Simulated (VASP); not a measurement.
The system is Al2Ru.

```
Al Ru
1.0
    -1.56042    1.56042    4.22181
     1.56042   -1.56042    4.22181
     1.56042    1.56042   -4.22181
Al Ru
2 1
Direct
  0.65920 0.65920 0.00000
  0.34080 0.34080 0.00000
  0.00000 0.00000 0.00000
```

Base run:

- Program: VASP 6.6.1
- Functional: r2SCAN
- Potentials or basis: VASP PAW PBE potentials, release 64 (Al, Ru_pv)
- Cutoff: 520 eV
- k mesh: 10 × 10 × 10
- Occupations: gaussian, width 0.1 eV
- Spin: no spin polarisation

Its results: band gap on the k mesh 0.08 eV, indirect (least direct gap 0.68 eV); pressure 0.0 GPa; largest force 0.004 eV/Å.

Task: The run is repeated on the same cell with these changes: k mesh from 10 × 10 × 10 to 4 × 4 × 4. What comes out?

Result: Band gap on the k mesh 0.25 eV, indirect (least direct gap 0.84 eV); pressure 0.1 GPa; largest force 0.070 eV/Å.

Caveats: some runs use coarse meshes; the PAW data sets were made with another functional, which shifts forces and pressure a little.

A k mesh can miss the band edges.
